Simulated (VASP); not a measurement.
# ZnS (I-4m2) in VASP: further runs, part 2 of 2

VASP 6.6.1. The steps go on from the part before.

## 3. Single point, r2SCAN (strain +0.000 along x and y, +0.080 along z)

Input file POSCAR:

```
ZnS
1.0
    0.0000000000      2.7046500000      2.9210220000
    2.7046500000      0.0000000000      2.9210220000
    2.7046500000      2.7046500000      0.0000000000
Zn S
1 1
Direct
    0.0000000000      0.0000000000      0.0000000000
    0.7500000000      0.7500000000      0.7500000000
```

Input file INCAR.step1:

```
PREC = Accurate
ENCUT = 520
ISMEAR = 0
SIGMA = 0.05
LREAL = F
LASPH = T
NELM = 100
NBANDS = 16
GGA = PE
ALGO = Normal
EDIFF = 1E-4
LWAVE = T
LCHARG = F
```

Input file INCAR.step2:

```
PREC = Accurate
ENCUT = 520
EDIFF = 1E-7
ISMEAR = 0
SIGMA = 0.05
LREAL = F
LASPH = T
NELM = 100
ALGO = Normal
ISIF = 2
LWAVE = F
LCHARG = F
METAGGA = R2SCAN
LMIXTAU = T
NBANDS = 16
ISTART = 1
```

Input file KPOINTS:

```
Automatic mesh
0
Gamma
  8 8 8
```

Potentials or basis: VASP PAW PBE potentials, release 64 (Zn, S).

Run with:

```console
$ cat potpaw_PBE.64/Zn/POTCAR potpaw_PBE.64/S/POTCAR > POTCAR
$ cp INCAR.step1 INCAR
$ mpirun -np 1 vasp_std > vasp.out
$ cp INCAR.step2 INCAR
$ mpirun -np 1 vasp_std > vasp.out
```

OUTCAR:

```text
PREC = Accurate
   ENCUT = 520
   EDIFF = 1E-7
   ISMEAR = 0
   LREAL = F
   LASPH = T
   NELM = 100
   ISIF = 2
   METAGGA = R2SCAN
   ISTART = 1

 ion  position               nearest neighbor table
   1  0.000  0.000  0.000-   2 2.41   2 2.41   2 2.41   2 2.41
   2  0.750  0.750  0.750-   1 2.41   1 2.41   1 2.41   1 2.41

  LATTYP: Found a body centered tetragonal cell.
 ALAT       =     3.8249527115
 C/A-ratio  =     1.5273506474

  Lattice vectors:

[... 193 lines left out ...]
      6      -4.6551      2.00000
[... 433 lines left out ...]
      3      -4.9846      2.00000
      4      -4.8971      2.00000
      5      -4.6599      2.00000
      6      -4.6173      2.00000
[... 8 lines left out ...]
     15      13.9905      0.00000
     16      14.8896      0.00000

 [... further k-points ...]
[... 5 lines left out ...]
  --------------------------------------------------------------------------------------
  -------------------------------------------------------------------------------------
  Total       -1.1917528     -1.1917528     -2.2407713      0.0000000      0.0000000      0.0000000
  in kB      -44.6796544    -44.6796544    -84.0080975      0.0000000      0.0000000      0.0000000
  external PRESSURE =     -57.7891354 kB  Pullay stress =       0.0000000 kB

 VOLUME and BASIS-vectors are now :
 -----------------------------------------------------------------------------
  energy-cutoff  :      520.00
  volume of cell :       42.74
      direct lattice vectors                 reciprocal lattice vectors
     0.000000000  2.704650000  2.921022000    -0.184866803  0.184866803  0.171172966
     2.704650000  0.000000000  2.921022000     0.184866803 -0.184866803  0.171172966
     2.704650000  2.704650000  0.000000000     0.184866803  0.184866803 -0.171172966

 POSITION                                       TOTAL-FORCE (eV/Angst)
 -----------------------------------------------------------------------------------
      0.00000      0.00000      0.00000         0.000000      0.000000     -0.000000
      4.05697      4.05697      4.38153        -0.000000     -0.000000      0.000000
 -----------------------------------------------------------------------------------
    total drift:                                0.001579      0.001579      0.000390

  FREE ENERGIE OF THE ION-ELECTRON SYSTEM (eV)
  ---------------------------------------------------
  free  energy   TOTEN  =       -18.7707726061 eV

  energy  without entropy=      -18.7707726061  energy(sigma->0) =      -18.77077261
```

Run time: 6.2 min. Hardware: 1 thread of Intel Xeon 8259CL, shared host; peak memory 0.19 GiB.

What came out:

| Quantity | Value |
| --- | --- |
| Free energy | -18.7708 eV |
| Pressure | -5.8 GPa |
| Band gap on the k mesh | 2.18 eV |

Stress tensor (GPa, compression positive):
```
-4.47  0.00  0.00
 0.00 -4.47  0.00
 0.00  0.00 -8.40
```

Caveat: the cell differs from its parent crystal (strain +0.000 along x and y, +0.080 along z); the cell stands under tension; the PAW data sets were made with another functional, which shifts forces and pressure a little.

## 4. Single point, r2SCAN (strain +0.040 along x and y, +0.000 along z)

Input file POSCAR:

```
ZnS
1.0
    0.0000000000      2.8128360000      2.7046500000
    2.8128360000      0.0000000000      2.7046500000
    2.8128360000      2.8128360000      0.0000000000
Zn S
1 1
Direct
    0.0000000000      0.0000000000      0.0000000000
    0.7500000000      0.7500000000      0.7500000000
```

Input file INCAR.step1:

```
SYSTEM = ZnS
PREC = Accurate ; ENCUT = 520
ISMEAR = 0 ; SIGMA = 0.05
LREAL = .FALSE. ; LASPH = .TRUE.
NELM = 60 ; NBANDS = 16
GGA = PE ; ALGO = Normal
EDIFF = 1E-4 ; LWAVE = .TRUE.
LCHARG = .FALSE.
```

Input file INCAR.step2:

```
SYSTEM = ZnS
PREC = Accurate ; ENCUT = 520
EDIFF = 1E-6 ; ISMEAR = 0
SIGMA = 0.05 ; LREAL = .FALSE.
LASPH = .TRUE. ; NELM = 60
ALGO = Normal ; ISIF = 2
LWAVE = .FALSE. ; LCHARG = .FALSE.
METAGGA = R2SCAN ; LMIXTAU = .TRUE.
NBANDS = 16 ; ISTART = 1
```

Input file KPOINTS:

```
regular mesh
0
G
  8 8 8
  0 0 0
```

Run with:

```console
$ cat potpaw_PBE.64/Zn/POTCAR potpaw_PBE.64/S/POTCAR > POTCAR
$ cp INCAR.step1 INCAR
$ mpirun -np 1 vasp_std > vasp.out
$ cp INCAR.step2 INCAR
$ mpirun -np 1 vasp_std > vasp.out
```

Wall time 5 min (1 thread of Intel Xeon 8259CL, shared host); peak memory 0.19 GiB.

The run converged. Its results:

```yaml
Free_energy: -18.7888 eV
Pressure: -5.8 GPa
Band_gap_on_the_k_mesh: 2.22 eV
```

Stress tensor (GPa, compression positive):
```
-6.37  0.00  0.00
 0.00 -6.37  0.00
 0.00  0.00 -4.74
```

Levels at points of the mesh, in eV from the valence-band top:
| k point | band 6 | band 7 | band 8 | band 9 | band 10 | band 11 | band 12 | band 13 |
| --- | --- | --- | --- | --- | --- | --- | --- | --- |
| (0.00, 0.00, 0.00) | -5.85 | -0.12 | -0.12 | 0.00 | 2.22 | 6.87 | 6.88 | 6.88 |
| (0.50, 0.00, 0.00) | -5.68 | -4.93 | -0.95 | -0.75 | 3.54 | 7.19 | 7.54 | 9.00 |
| (0.50, 0.50, 0.00) | -5.63 | -4.22 | -2.20 | -2.20 | 3.70 | 4.13 | 11.35 | 12.11 |
| (0.50, 0.00, 0.50) | -5.68 | -4.44 | -2.04 | -1.97 | 3.88 | 4.52 | 10.92 | 11.97 |

Caveat: the cell differs from its parent crystal (strain +0.040 along x and y, +0.000 along z); the cell stands under tension; the PAW data sets were made with another functional, which shifts forces and pressure a little.

## 5. Summary

| cell | gap on the mesh (eV) | pressure (GPa) |
| --- | --- | --- |
| a = 3.837, b = 3.837, c = 4.131 Å, angles 57.4, 57.4, 65.1°, 2 atoms | 2.01 | -5.9 |
| a = 3.981, b = 3.981, c = 3.825 Å, angles 61.3, 61.3, 57.4°, 2 atoms | 2.18 | -5.8 |
| a = 3.902, b = 3.902, c = 3.978 Å, angles 59.4, 59.4, 61.3°, 2 atoms | 2.22 | -5.8 |

Alike in all rows: task single point; level r2SCAN; potentials or basis VASP PAW PBE potentials, release 64 (Zn, S); no spin polarisation; k mesh 8 × 8 × 8; cutoff (eV) 520; smearing gaussian 0.05 eV.

Caveats: the cell stands under tension; the PAW data sets were made with another functional, which shifts forces and pressure a little.

Absolute energies hang on the potentials; compare differences alone.
